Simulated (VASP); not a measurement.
A run of VASP 6.6.1 is set up as follows.

Contents of INCAR:

```
PREC     = Accurate       # precision mode
ENCUT    = 520            # plane-wave cutoff, eV
EDIFF    = 1E-6           # SCF threshold, eV
ISMEAR   = -1             # smearing method
SIGMA    = 0.05           # smearing width, eV
LREAL    = Auto         
LASPH    = T              # aspherical terms in the spheres
NELM     = 60             # most SCF steps
ALGO     = Normal         # electronic algorithm
ISIF     = 2              # what is computed and relaxed
LWAVE    = F              # write WAVECAR
LCHARG   = T              # write CHGCAR
GGA      = PS             # functional
LELF     = T              # ELF
LVHAR    = T            
NBANDS   = 78             # bands
```

The input KPOINTS:

```
Automatic mesh
0
Gamma
  2 2 2
  0.5 0.5 0.5
```

POSCAR

```
ZrC
1.0
    0.0000000000     -4.7160361280     -4.7160361280
   -4.7160361280     -4.7160361280      0.0000000000
   -4.7160361280      0.0000000000     -4.7160361280
Zr C
8 8
Direct
    0.2602273322      0.2376051560      0.2419015608
    0.2375242618      0.7457722767      0.2574859410
    0.2446288512      0.2479063918      0.7559941025
    0.2547674503      0.7396189099      0.7548895732
    0.7415886785      0.2548612791      0.2483640855
    0.7423855342      0.7456972136      0.2596723110
    0.7605452763      0.2519719883      0.7507826284
    0.7440126421      0.7557260808      0.7637682160
    0.5027409536      0.4977339945      0.4908629699
    0.5076588548      0.0012715127      0.4944723570
    0.4989863173      0.4916543124      0.0066232529
    0.4991199041     -0.0100521919      0.0078999607
   -0.0030434457      0.4958660062      0.4939438411
    0.0016966579     -0.0021644236      0.4927847109
    0.0029152660      0.4933544691      0.0106090154
   -0.0052547307     -0.0051461650      0.0031616594
```

Potentials or basis: VASP PAW PBE potentials, release 64 (Zr_sv, C).

The run is started by

```console
$ cat potpaw_PBE.64/Zr_sv/POTCAR potpaw_PBE.64/C/POTCAR > POTCAR
$ mpirun -np 1 vasp_std > vasp.out
```

**Question.** Estimate the largest force.

**Answer.** 1.329 eV/Å.

**Question.** What does it give for the pressure?

**Answer.** -5.3 GPa.

**Question.** Predict the band gap on the k mesh.

**Answer.** 0.66 eV.

Forces in eV/Å, atoms in the order of the input:
```
Zr  -1.242  0.472 -0.010
Zr   0.107 -0.333 -0.245
Zr   0.562 -0.376  0.042
Zr  -0.248 -0.124  0.556
Zr   0.104  0.136 -1.036
Zr   0.434 -0.514 -0.203
Zr   0.674  0.745  0.656
Zr   1.062 -0.112  0.521
C   -0.799  0.481 -0.357
C   -0.386  0.829 -0.164
C    0.114 -0.457  0.421
C    0.038 -0.288  0.460
C   -0.542 -0.041 -0.779
C   -0.464  0.330 -0.550
C    0.463 -0.215  0.750
C    0.123 -0.532 -0.062
```

Caveat: the k points lie up to 0.58 Å⁻¹ apart; the atoms stand as in a frame of molecular dynamics; the PAW data sets were made with another functional, which shifts forces and pressure a little; a shifted mesh leaves out Γ, where band edges can lie. A k mesh can miss the band edges.
